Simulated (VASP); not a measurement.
Crystal: CdS (Greenockite).

```
Cd S
1.0
     4.19656    0.00000    0.00000
    -2.09828    3.63433    0.00000
     0.00000    0.00000    6.82884
Cd S
2 2
Direct
  0.33333 0.66667 0.99921
  0.66667 0.33333 0.49921
  0.33333 0.66667 0.37579
  0.66667 0.33333 0.87579
```

Base run:

```yaml
Program: VASP 6.6.1
Functional: PBE
Potentials_or_basis: VASP PAW PBE potentials, release 64 (Cd_sv_GW, S)
Cutoff: 540 eV
k_mesh: 9 × 9 × 4
Occupations: gaussian, width 0.02 eV
Spin: no spin polarisation
```

Its results: band gap on the k mesh 1.11 eV, direct; pressure -1.0 GPa.

The run is repeated on the same cell with these changes: potentials or basis from VASP PAW PBE potentials, release 64 (Cd_sv_GW, S) to VASP PAW PBE potentials, release 64 (Cd, S); cutoff from 540 eV to 520 eV; further incar settings from ALGO = Normal; EDIFF = 1e-06; NBANDS = 34 to ALGO = Normal; EDIFF = 1e-06; NBANDS = 26; valence electrons from 52 to 36. What comes out?

Band gap on the k mesh 1.11 eV, direct; pressure 0.3 GPa.

